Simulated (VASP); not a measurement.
Crystal: Au.

```xyz
3
Lattice="4.9205 0.0000 0.0000 -2.4602 4.2612 0.0000 0.0000 0.0000 3.0165" Properties=species:S:1:pos:R:3 pbc="T T T"
Au    0.0000    0.0000    0.0000
Au    0.0000    2.8408    1.5082
Au    2.4602    1.4204    1.5082
```

This isn't the form of Au at room conditions, which is fcc.

* Program: VASP 6.6.1
* Task: relaxation of cell and atoms
* Functional: PBEsol
* Potentials or basis: VASP PAW PBE potentials, release 64 (Au)
* Cutoff: 600 eV
* k mesh: 6 × 6 × 6
* Occupations: gaussian, width 0.1 eV
* Spin: no spin polarisation

At the start: pressure -17.8 GPa; volume 21.08 Å³/atom.

Question: Where does the relaxation end?

Answer: Over 9 steps the energy falls by 286.2 meV/atom and the volume is 17.38 Å³/atom (-17.6 %); space group P6/mmm (No. 191, to 0.1 Å) before and after.

Step by step:
| step | energy change (eV) | largest force (eV/Å) | pressure (GPa) | volume (Å³) |
| --- | --- | --- | --- | --- |
| 1 | 0.0000 | 0.0000 | -17.84 | 63.25 |
| 2 | 0.0914 | 0.0000 | 44.44 | 44.09 |
| 3 | -0.8085 | 0.0000 | -0.53 | 52.29 |
| 4 | -0.8094 | 0.0000 | 0.14 | 52.07 |
| 5 | -0.8094 | 0.0000 | 0.82 | 51.86 |
| 6 | -0.8547 | 0.0000 | 2.03 | 51.52 |
| 7 | -0.8550 | 0.0000 | 1.90 | 51.55 |
| 8 | -0.8526 | 0.0000 | -2.33 | 52.91 |
| 9 | -0.8585 | 0.0000 | 0.00 | 52.13 |

Final structure:
```yaml
crystal:
  lattice:
    - [4.70386, 0.00000, 0.00000]
    - [-2.35193, 4.07366, 0.00000]
    - [0.00000, 0.00000, 2.72046]
  atoms:
    - { symbol: Au, position: [0.00000, 0.00000, 0.00000] }
    - { symbol: Au, position: [0.33333, 0.66667, 0.50000] }
    - { symbol: Au, position: [0.66667, 0.33333, 0.50000] }
```

Caveat: the volume moved by over 15 % at a fixed basis, so the end points are rough; the PAW data sets were made with another functional, which shifts forces and pressure a little.
